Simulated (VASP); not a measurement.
# MgMnNbO4 (Imm2) in VASP: notebook

MgMnNbO4 is run at these levels: PBE; tasks: single point.

Everything below comes from runs of VASP 6.6.1. Logs are shortened: lines on timing, memory, paths and dates and some standing lists are left out, and cuts for length are marked.

### 1 The cell of the first run

Symmetry: Imm2, No. 44, orthorhombic system. Conventional cell: a = 4.171 Å, b = 4.175 Å, c = 9.489 Å, α = 90.00°, β = 90.00°, γ = 90.00°. Nb (site symmetry mm2) has 6 O at 2.09 to 2.13 Å within 2.8 Å. Mn (site symmetry mm2) has 6 O at 2.10 to 2.50 Å within 2.8 Å. Mg (site symmetry mm2) has 6 O at 2.10 to 2.25 Å within 2.8 Å. O (site symmetry mm2) has 2 Mn at 2.10 Å and 2 Mg at 2.10 Å and 1 Nb at 2.13 Å and 8 O at 2.90 to 3.07 Å within 3.1 Å. O (site symmetry mm2) has 2 Nb at 2.09 Å and 1 Mg at 2.25 Å and 1 Mn at 2.50 Å and 8 O at 2.90 to 3.07 Å within 3.1 Å. O (site symmetry mm2) has 2 Mg at 2.10 Å and 2 Mn at 2.10 Å and 1 Nb at 2.13 Å and 8 O at 2.90 to 3.07 Å within 3.1 Å. Within 3.1 Å of O (site symmetry mm2) lie 2 Nb at 2.09 Å and 1 Mg at 2.25 Å and 1 Mn at 2.48 Å and 8 O at 2.90 to 3.07 Å.

### 2 Single point, PBE, collinear spin, ferromagnetic start

INCAR reads:

```
PREC     = Accurate       # precision mode
ENCUT    = 600            # plane-wave cutoff, eV
EDIFF    = 1E-6           # SCF threshold, eV
ISMEAR   = -1             # smearing method
SIGMA    = 0.05           # smearing width, eV
LREAL    = False          # projectors in reciprocal space
LASPH    = True           # aspherical terms in the spheres
NELM     = 200            # most SCF steps
ALGO     = Normal         # electronic algorithm
ISIF     = 2              # what is computed and relaxed
LWAVE    = False          # write WAVECAR
LCHARG   = False          # write CHGCAR
ISPIN    = 2              # spin polarisation
MAGMOM   = 0 4 0 0 0 0 0  # initial moments
LORBIT   = 11             # projections on sites
LMAXMIX  = 4              # l up to which the mixer works
GGA      = PE             # functional
NBANDS   = 39             # bands
GGA_COMPAT= False        
KPAR     = 4
```

KPOINTS reads:

```
Automatic mesh
0
Gamma
  9 9 9
```

POSCAR reads:

```
MgMnNbO4
1.0
   -2.0853414182      2.0875409818      4.7447409517
    2.0853414182     -2.0875409818      4.7447409517
    2.0853414182      2.0875409818     -4.7447409517
Nb Mn Mg O
1 1 1 4
Direct
    0.0001230000      0.0001230000      0.0000000000
    0.7490940000      0.2490940000      0.5000000000
    0.2503950000      0.7503950000      0.5000000000
    0.7755000000      0.7755000000      0.0000000000
    0.0128660000      0.5128660000      0.5000000000
    0.2247700000      0.2247700000      0.0000000000
    0.4872520000      0.9872520000      0.5000000000
```

Potentials or basis: VASP PAW PBE potentials, release 64 (Nb_sv, Mn_pv, Mg, O).

On the command line:

```sh
> cat potpaw_PBE.64/Nb_sv/POTCAR potpaw_PBE.64/Mn_pv/POTCAR potpaw_PBE.64/Mg/POTCAR potpaw_PBE.64/O/POTCAR > POTCAR
> mpirun -np 4 vasp_std > vasp.out
```

OUTCAR:

```text
PREC = Accurate
   ENCUT = 600
   EDIFF = 1E-6
   ISMEAR = -1
   LREAL = False
   LASPH = True
   NELM = 200
   ISIF = 2
   ISPIN = 2
   LORBIT = 11
   GGA = PE

 ion  position               nearest neighbor table
   1  0.000  0.000  0.000-   5 2.09   5 2.09   7 2.09   7 2.09   4 2.13   6 2.13   3 3.16   3 3.16
                             3 3.16   3 3.16
   2  0.749  0.249  0.500-   6 2.10   6 2.10   4 2.10   4 2.10   7 2.48   5 2.50   3 2.95   3 2.95
                             3 2.95   3 2.95
   3  0.250  0.750  0.500-   6 2.10   6 2.10   4 2.10   4 2.10   7 2.25   5 2.25   2 2.95   2 2.95
                             2 2.95   2 2.95   1 3.16   1 3.16   1 3.16   1 3.16
   4  0.776  0.776  0.000-   2 2.10   2 2.10   3 2.10   3 2.10   1 2.13
   5  0.013  0.513  0.500-   1 2.09   1 2.09   3 2.25   2 2.50
   6  0.225  0.225  0.000-   3 2.10   3 2.10   2 2.10   2 2.10   1 2.13
   7  0.487  0.987  0.500-   1 2.09   1 2.09   3 2.25   2 2.48

  LATTYP: Found a body centered orthorhombic cell.
 ALAT       =     4.1706828364
 B/A-ratio  =     1.0010547739
 C/A-ratio  =     2.2752825558

  Lattice vectors:

 A1 = (  -2.0853414182,   2.0875409818,   4.7447409517)
 A2 = (   2.0853414182,  -2.0875409818,   4.7447409517)
 A3 = (   2.0853414182,   2.0875409818,  -4.7447409517)

Analysis of symmetry for initial positions (statically):
=====================================================================
 Subroutine PRICEL returns:
 Original cell was already a primitive cell.

 Routine SETGRP: Setting up the symmetry group for a
 body centered orthorhombic supercell.

 Subroutine GETGRP returns: Found  4 space group operations
 (whereof  4 operations were pure point group operations)
 out of a pool of  8 trial point group operations.

The static configuration has the point symmetry C_2v.

Analysis of symmetry for dynamics (positions and initial velocities):
=====================================================================
 Subroutine PRICEL returns:
 Original cell was already a primitive cell.

 Routine SETGRP: Setting up the symmetry group for a
 body centered orthorhombic supercell.

 Subroutine GETGRP returns: Found  4 space group operations
 (whereof  4 operations were pure point group operations)
 out of a pool of  8 trial point group operations.

The dynamic configuration has the point symmetry C_2v.

Analysis of structural, dynamic, and magnetic symmetry:
=====================================================================
 Subroutine PRICEL returns:
 Original cell was already a primitive cell.

 Routine SETGRP: Setting up the symmetry group for a
 body centered orthorhombic supercell.

 Subroutine GETGRP returns: Found  4 space group operations
 (whereof  4 operations were pure point group operations)
 out of a pool of  8 trial point group operations.

The overall configuration has the point symmetry C_2v.

 Subroutine INISYM returns: Found  4 space group operations
 (whereof  4 operations are pure point group operations),
 and found     1 'primitive' translations

----------------------------------------------------------------------------------------

                                     Primitive cell

  volume of cell :      82.6199

  direct lattice vectors                    reciprocal lattice vectors
    -2.085341418  2.087540982  4.744740952     0.000000000  0.239516256  0.105379831
     2.085341418 -2.087540982  4.744740952     0.239768891  0.000000000  0.105379831
     2.085341418  2.087540982 -4.744740952     0.239768891  0.239516256  0.000000000

  length of vectors
     5.587400369  5.587400369  5.587400369     0.261673357  0.261904620  0.338905825

  position of ions in fractional coordinates (direct lattice)
     0.000123000  0.000123000  0.000000000
     0.749094000  0.249094000  0.500000000
     0.250395000  0.750395000  0.500000000
     0.775500000  0.775500000  0.000000000
     0.012866000  0.512866000  0.500000000
     0.224770000  0.224770000  0.000000000
     0.487252000  0.987252000  0.500000000

  ion indices of the primitive-cell ions
[... 42 lines left out ...]

 number of electron      52.0000002 magnetization       3.8386191

 Free energy of the ion-electron system (eV)
  ---------------------------------------------------
  ext. energy  EPLUGINS =         0.00000000
  ---------------------------------------------------
  free energy    TOTEN  =       -55.68383951 eV

  energy without entropy =      -55.66944044  energy(sigma->0) =      -55.67663997

 E-fermi :   6.7538     XC(G=0): -10.9145

 val. band max:        6.7526758204   @ k =  -0.3333   0.4444   0.0000
 cond. band min:       6.7542237149   @ k =   0.3333   0.4444   0.0000
 fundamental gap:      0.0015478945
 Fermi energy:         6.7537826098

 spin component 1

 k-point     1 :       0.0000    0.0000    0.0000
  band No.  band energies     occupation
      1     -49.8275      1.00000
      2     -43.8691      1.00000
      3     -43.8599      1.00000
      4     -43.8529      1.00000
      5     -25.8758      1.00000
      6     -25.8721      1.00000
[... 973 lines left out ...]
     37      15.0906      0.00000
     38      15.7086      0.00000

 [... further k-points ...]

 spin component 2

 k-point     1 :       0.0000    0.0000    0.0000
  band No.  band energies     occupation
      1     -50.2913      1.00000
      2     -39.3638      1.00000
      3     -39.3459      1.00000
      4     -39.3436      1.00000
      5     -26.4708      1.00000
      6     -26.3524      1.00000
[... 973 lines left out ...]
     37      15.4494      0.00000
     38      16.0250      0.00000

 [... further k-points ...]

 [bands above 38 left out]

------------------------ aborting loop because EDIFF is reached ----------------------------------------

  FORCE on cell =-STRESS in cart. coord.  units (eV):
  Direction    XX          YY          ZZ          XY          YZ          ZX
  --------------------------------------------------------------------------------------
  -------------------------------------------------------------------------------------
  Total       -3.4387769     -3.4416604     -2.3164057      0.0000000      0.0000000      0.0000000
  in kB      -66.6852682    -66.7411870    -44.9200814      0.0000000      0.0000000      0.0000000
  external PRESSURE =     -59.4488455 kB  Pullay stress =       0.0000000 kB

 VOLUME and BASIS-vectors are now :
 -----------------------------------------------------------------------------
  energy-cutoff  :      600.00
  volume of cell :       82.62
      direct lattice vectors                 reciprocal lattice vectors
    -2.085341418  2.087540982  4.744740952     0.000000000  0.239516256  0.105379831
     2.085341418 -2.087540982  4.744740952     0.239768891  0.000000000  0.105379831
     2.085341418  2.087540982 -4.744740952     0.239768891  0.239516256  0.000000000

 POSITION                                       TOTAL-FORCE (eV/Angst)
 -----------------------------------------------------------------------------------
      0.00000      0.00000      0.00117         0.000000     -0.000000      0.022264
      0.00000      2.08754      2.36377        -0.000000      0.000000     -0.040428
      2.08534      0.00000      2.37612         0.000000     -0.000000      0.005238
      0.00000      0.00000      7.35909         0.000000      0.000000     -0.031484
      2.08534      0.00000      0.12209        -0.000000     -0.000000      0.104639
      0.00000      0.00000      2.13295         0.000000     -0.000000      0.040085
      2.08534     -0.00000      4.62377         0.000000     -0.000000     -0.100314
 -----------------------------------------------------------------------------------
    total drift:                                0.000000     -0.000000      0.000305

  FREE ENERGIE OF THE ION-ELECTRON SYSTEM (eV)
  ---------------------------------------------------
  free  energy   TOTEN  =       -55.6838395069 eV

  energy  without entropy=      -55.6694404420  energy(sigma->0) =      -55.67663997

 total charge

# of ion       s       p       d       tot
------------------------------------------
    1        2.164   6.071   2.121  10.356
    2        0.214   6.194   5.005  11.414
    3        0.133   0.152   0.068   0.353
    4        1.550   3.504   0.000   5.054
    5        1.556   3.440   0.000   4.995
    6        1.550   3.504   0.000   5.054
    7        1.555   3.440   0.000   4.995
--------------------------------------------------
tot          8.723  26.304   7.194  42.221

 magnetization (x)

# of ion       s       p       d       tot
------------------------------------------
    1       -0.005  -0.007  -0.630  -0.642
    2        0.037   0.027   4.137   4.202
    3        0.001   0.000   0.000   0.002
    4        0.008   0.029   0.000   0.038
    5        0.005   0.062   0.000   0.067
    6        0.008   0.029   0.000   0.038
    7        0.005   0.062   0.000   0.067
--------------------------------------------------
tot          0.060   0.204   3.507   3.771
```

Wall time 8.7 min (4 MPI ranks of Intel Xeon Platinum 8259CL at 2.50GHz (Skylake/Cascade Lake), shared host); peak memory 0.98 GiB.

What came out:

| Property | Result |
| --- | --- |
| Free energy | -55.6838 eV |
| Pressure | -5.9 GPa |
| Largest force | 0.105 eV/Å |
| Net moment | 3.84 μB per cell |
| Site moments | Nb -0.64; Mn +4.20; Mg +0.00; O +0.04, +0.07 (each value once) μB |
| Valence electrons inside the program's atomic spheres | Nb 10.36; Mn 11.41; Mg 0.35; O 5.05, 5.00 (each value once) |

Forces in eV/Å, atoms in the order of the input:
```
Nb   0.000  0.000  0.022
Mn   0.000  0.000 -0.040
Mg   0.000  0.000  0.005
O    0.000  0.000 -0.031
O    0.000  0.000  0.105
O    0.000  0.000  0.040
O    0.000  0.000 -0.100
```

Caveat: the cell stands under tension; a cell with one magnetic atom can't hold antiferromagnetic order, which such compounds often take; semilocal functionals often make such compounds metallic where correlation or magnetic order opens a gap, which also shifts bond lengths. With open d or f shells a metallic result of PBE can be an artefact of self-interaction; +U or a hybrid may open a gap.

### 3 Single point, PBE, collinear spin, ferromagnetic start

This run uses another cell than the first one, of 12.27 Å³/atom.

INCAR reads:

```
PREC = Accurate
ENCUT = 600
EDIFF = 1E-6
ISMEAR = -1
SIGMA = 0.05
LREAL = False
LASPH = True
NELM = 200
ALGO = Normal
ISIF = 2
LWAVE = False
LCHARG = False
ISPIN = 2
MAGMOM = 0 4 0 0 0 0 0
LORBIT = 11
LMAXMIX = 4
GGA = PE
NBANDS = 39
GGA_COMPAT = False
KPAR = 4
```

KPOINTS is that of step 2.

POSCAR: that of step 2 with these lines changed.

```diff
@@ -2,5 +2,5 @@
 1.0
-   -2.0853414182      2.0875409818      4.7447409517
-    2.0853414182     -2.0875409818      4.7447409517
-    2.0853414182      2.0875409818     -4.7447409517
+   -2.1127832680      2.1150117766      4.8071789139
+    2.1127832680     -2.1150117766      4.8071789139
+    2.1127832680      2.1150117766     -4.8071789139
 Nb Mn Mg O
```

Potentials or basis: VASP PAW PBE potentials, release 64 (Nb_sv, Mn_pv, Mg, O).

On the command line:

```sh
> cat potpaw_PBE.64/Nb_sv/POTCAR potpaw_PBE.64/Mn_pv/POTCAR potpaw_PBE.64/Mg/POTCAR potpaw_PBE.64/O/POTCAR > POTCAR
> mpirun -np 4 vasp_std > vasp.out
```

Run time: 7.8 min. Hardware: 4 MPI ranks of Intel Xeon Platinum 8259CL at 2.50GHz (Skylake/Cascade Lake), shared host; peak memory 1 GiB.

It converged, with:

* Free energy: -55.5117 eV
* Pressure: -11.2 GPa
* Largest force: 0.309 eV/Å
* Net moment: 3.90 μB per cell
* Site moments: Nb -0.66; Mn +4.27; Mg +0.00; O +0.04, +0.07 (each value once) μB
* Valence electrons inside the program's atomic spheres: Nb 10.30; Mn 11.37; Mg 0.33; O 5.03, 4.97 (each value once)

Forces in eV/Å, atoms in the order of the input:
```
Nb   0.000  0.000  0.018
Mn   0.000  0.000 -0.037
Mg   0.000  0.000  0.006
O    0.000  0.000  0.309
O    0.000  0.000  0.052
O    0.000  0.000 -0.303
O    0.000  0.000 -0.046
```

Stress tensor (GPa, compression positive):
```
-12.41   0.00   0.00
  0.00 -12.37   0.00
  0.00   0.00  -8.93
```

Levels at points of the mesh, in eV from the Fermi level:
Spin up:
```csv
k point,band 25,band 26,band 27,band 28,band 29,band 30,band 31,band 32
"(0.00, 0.00, 0.00)",-2.54,-2.51,-2.08,-1.99,-0.06,0.65,0.65,0.98
```
Spin down:
```tsv
k point	band 21	band 22	band 23	band 24	band 25	band 26	band 27	band 28
(0.00, 0.00, 0.00)	-3.38	-3.04	-3.04	-0.83	-0.27	-0.24	0.88	1.01
```

Caveat: the cell stands under tension; a cell with one magnetic atom can't hold antiferromagnetic order, which such compounds often take; semilocal functionals often make such compounds metallic where correlation or magnetic order opens a gap, which also shifts bond lengths. With open d or f shells a metallic result of PBE can be an artefact of self-interaction; +U or a hybrid may open a gap.

### 4 Single point, PBE, collinear spin, ferromagnetic start

This run uses another cell than the first one, of 11.09 Å³/atom.

INCAR: that of step 3 with these lines changed.

```diff
@@ -11,3 +11,3 @@
 LWAVE = False
-LCHARG = False
+LCHARG = True
 ISPIN = 2
@@ -17,2 +17,3 @@
 GGA = PE
+LVHAR = True
 NBANDS = 39
```

KPOINTS is that of step 3.

POSCAR: that of step 3 with these lines changed.

```diff
@@ -2,5 +2,5 @@
 1.0
-   -2.1127832680      2.1150117766      4.8071789139
-    2.1127832680     -2.1150117766      4.8071789139
-    2.1127832680      2.1150117766     -4.8071789139
+   -2.0427714852      2.0449261471      4.6478823257
+    2.0427714852     -2.0449261471      4.6478823257
+    2.0427714852      2.0449261471     -4.6478823257
 Nb Mn Mg O
```

On the command line:

```sh
> cat potpaw_PBE.64/Nb_sv/POTCAR potpaw_PBE.64/Mn_pv/POTCAR potpaw_PBE.64/Mg/POTCAR potpaw_PBE.64/O/POTCAR > POTCAR
> mpirun -np 4 vasp_std > vasp.out
```

Run time: 7.2 min. Hardware: 4 MPI ranks of AMD EPYC 9R45 (Zen 5), shared host; peak memory 0.92 GiB.

Results (log left out):

```yaml
Free_energy: -55.7038 eV
Pressure: 4.5 GPa
Largest_force: 0.655 eV/Å
Net_moment: 3.76 μB per cell
Site_moments: Nb -0.59; Mn +4.08; Mg +0.00; O +0.04, +0.06 (each value once) μB
Valence_electrons_inside_the_program's_atomic_spheres: Nb 10.45; Mn 11.49; Mg 0.39; O 5.09, 5.03 (each value once)
```

Forces in eV/Å, atoms in the order of the input:
```
Nb   0.000  0.000  0.028
Mn   0.000  0.000 -0.043
Mg   0.000  0.000  0.003
O    0.000  0.000 -0.643
O    0.000  0.000  0.210
O    0.000  0.000  0.655
O    0.000  0.000 -0.209
```

Stress tensor (GPa, compression positive):
```
4.69 0.00 0.00
0.00 4.60 0.00
0.00 0.00 4.21
```

Levels at points of the mesh, in eV from the Fermi level:
Spin up:
```csv
k point,band 25,band 26,band 27,band 28,band 29,band 30,band 31,band 32
"(0.00, 0.00, 0.00)",-2.60,-2.56,-2.03,-1.89,-0.21,0.59,0.60,1.40
```
Spin down:
| k point | band 22 | band 23 | band 24 | band 25 | band 26 | band 27 |
| --- | --- | --- | --- | --- | --- | --- |
| (0.00, 0.00, 0.00) | -3.48 | -3.48 | -1.02 | -0.30 | -0.27 | 0.63 |

Caveat: the cell stands under pressure; a cell with one magnetic atom can't hold antiferromagnetic order, which such compounds often take; semilocal functionals often make such compounds metallic where correlation or magnetic order opens a gap, which also shifts bond lengths. With open d or f shells a metallic result of PBE can be an artefact of self-interaction; +U or a hybrid may open a gap.

### 5 Single point, PBE, collinear spin, ferromagnetic start

This run uses another cell than the first one, of 11.57 Å³/atom.

INCAR reads:

```
SYSTEM = MgMnNbO4
  PREC = Accurate
  ENCUT = 600
  EDIFF = 1E-6
  ISMEAR = -1
  SIGMA = 0.05
  LREAL = .False.
  LASPH = .True.
  NELM = 200
  ALGO = Normal
  ISIF = 2
  LWAVE = .False.
  LCHARG = .False.
  ISPIN = 2
  MAGMOM = 0 4 0 0 0 0 0
  LORBIT = 11
  LMAXMIX = 4
  GGA = PE
  NBANDS = 39
  GGA_COMPAT = .False.
  KPAR = 4
```

KPOINTS reads:

```
Automatic mesh
0
Gamma
  9 9 9
  0 0 0
```

POSCAR: that of step 4 with these lines changed.

```diff
@@ -2,5 +2,5 @@
 1.0
-   -2.0427714852      2.0449261471      4.6478823257
-    2.0427714852     -2.0449261471      4.6478823257
-    2.0427714852      2.0449261471     -4.6478823257
+   -2.0713454165      2.0735302175      4.7128960932
+    2.0713454165     -2.0735302175      4.7128960932
+    2.0713454165      2.0735302175     -4.7128960932
 Nb Mn Mg O
```

On the command line:

```sh
> cat potpaw_PBE.64/Nb_sv/POTCAR potpaw_PBE.64/Mn_pv/POTCAR potpaw_PBE.64/Mg/POTCAR potpaw_PBE.64/O/POTCAR > POTCAR
> mpirun -np 4 vasp_std > vasp.out
```

Run time: 10 min. Hardware: 4 MPI ranks of Intel Xeon Platinum 8259CL at 2.50GHz (Skylake/Cascade Lake), shared host; peak memory 0.99 GiB.

It converged, with:

```yaml
Free_energy: -55.7258 eV
Pressure: -2.8 GPa
Largest_force: 0.236 eV/Å
Net_moment: 3.81 μB per cell
Site_moments: Nb -0.63; Mn +4.16; Mg +0.00; O +0.04, +0.07 (each value once) μB
Valence_electrons_inside_the_program's_atomic_spheres: Nb 10.38; Mn 11.44; Mg 0.36; O 5.07, 5.01 (each value once)
```

Forces in eV/Å, atoms in the order of the input:
```
Nb   0.000  0.000  0.024
Mn   0.000  0.000 -0.042
Mg   0.000  0.000  0.005
O    0.000  0.000 -0.227
O    0.000  0.000  0.136
O    0.000  0.000  0.236
O    0.000  0.000 -0.133
```

Stress tensor (GPa, compression positive):
```
-3.30  0.00  0.00
 0.00 -3.33  0.00
 0.00  0.00 -1.88
```

Levels at points of the mesh, in eV from the Fermi level:
Spin up:
| k point | band 25 | band 26 | band 27 | band 28 | band 29 | band 30 | band 31 | band 32 |
| --- | --- | --- | --- | --- | --- | --- | --- | --- |
| (0.00, 0.00, 0.00) | -2.59 | -2.56 | -2.06 | -1.94 | -0.14 | 0.62 | 0.63 | 1.21 |
Spin down:
```tsv
k point	band 21	band 22	band 23	band 24	band 25	band 26	band 27	band 28
(0.00, 0.00, 0.00)	-3.67	-3.31	-3.31	-0.94	-0.29	-0.26	0.72	1.05
```

Caveat: a cell with one magnetic atom can't hold antiferromagnetic order, which such compounds often take; semilocal functionals often make such compounds metallic where correlation or magnetic order opens a gap, which also shifts bond lengths.

### 6 Overview

```csv
cell,gap on the mesh (eV),pressure (GPa),moment (μB),largest force (eV/Å)
"a = 5.587 Å, angles 136.2, 136.1, 63.8°, 7 atoms",none,-5.9,3.84,0.10
"a = 5.661 Å, angles 136.2, 136.1, 63.8°, 7 atoms",none,-11.2,3.90,0.31
"a = 5.473 Å, angles 136.2, 136.1, 63.8°, 7 atoms",none,4.5,3.76,0.65
"a = 5.550 Å, angles 136.2, 136.1, 63.8°, 7 atoms",none,-2.8,3.81,0.24
```

Alike in all rows: task single point; level PBE; potentials or basis VASP PAW PBE potentials, release 64 (Nb_sv, Mn_pv, Mg, O); spin collinear, ferromagnetic start; k mesh 9 × 9 × 9; cutoff (eV) 600; smearing fermi-dirac 0.05 eV.

Caveats: a cell with one magnetic atom can't hold antiferromagnetic order, which such compounds often take; semilocal functionals often make such compounds metallic where correlation or magnetic order opens a gap, which also shifts bond lengths; the cell stands under tension (at least some runs); the cell stands under pressure (at least some runs).

Absolute energies hang on the potentials; compare differences alone.
